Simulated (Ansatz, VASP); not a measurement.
One calculation of MgGeSb2, two programs

INCAR

```
ALGO = Normal ; EDIFF = 1E-7
ENCUT = 520 ; GGA = PE
ISIF = 2 ; ISMEAR = -1
LASPH = T ; LCHARG = F
LREAL = F ; LWAVE = F
NBANDS = 21 ; NELM = 80
PREC = Accurate ; SIGMA = 0.02
```

Contents of KPOINTS:

```
k-points
0
Gamma
  6 6 4
```

The input POSCAR:

```
MgGeSb2
1.0
    4.5102407372      0.0000000000      0.0000000000
    0.0000000000      4.5102407372      0.0000000000
    0.0000000000      0.0000000000      6.5754824830
Mg Sb Ge
1 2 1
Direct
    0.0000000000      0.0000000000      0.0000000000
    0.0000000000      0.5000000000      0.2589925260
    0.5000000000      0.0000000000      0.7410074740
    0.5000000000      0.5000000000      0.5000000000
```

Input for Ansatz:

```yaml
crystal:
  lattice:
    - [4.5102407372, 0.0, 0.0]
    - [0.0, 4.5102407372, 0.0]
    - [0.0, 0.0, 6.575482483]
  atoms:
    - { symbol: Mg, position: [0.0, 0.0, 0.0] }
    - { symbol: Sb, position: [0.0, 0.5, 0.258992526] }
    - { symbol: Ge, position: [0.5, 0.5, 0.5] }
    - { symbol: Sb, position: [0.5, 0.0, 0.741007474] }
kpoints:
  mp_grid: { grid: [6, 6, 4] }
hamiltonian:
  xc: pbe
scf:
  occupations: { method: fermi_dirac, width: 0.02 }
  n_extra_bands: 5
output:
  forces: true
  stress: true
  eigenvalues: true
```

Alike in both runs: task single point; functional PBE; k mesh 6 × 6 × 4; occupations fermi-dirac, width 0.02 eV; no spin polarisation.

|  | VASP | Ansatz |
| --- | --- | --- |
| version | VASP 6.6.1 | Ansatz 0.2.0 |
| potentials or method | VASP PAW PBE potentials, release 64 (Mg, Sb, Ge_d) | plane waves, PAW |
| plane-wave cutoff (eV) | 520 | 420 |
| valence electrons in the cell | 26 | 54 |

VASP gave:

* pressure (GPa): -1.0
* rms of the force components (eV/Å): 0.008

What did Ansatz give for the same quantities?

Pressure (GPa): -1.1; rms of the force components (eV/Å): 0.012.

VASP's potentials hold 26 valence electrons a cell and Ansatz's 54, so a difference there can come from the potentials and not from the codes.

Neither program's run includes spin-orbit coupling.
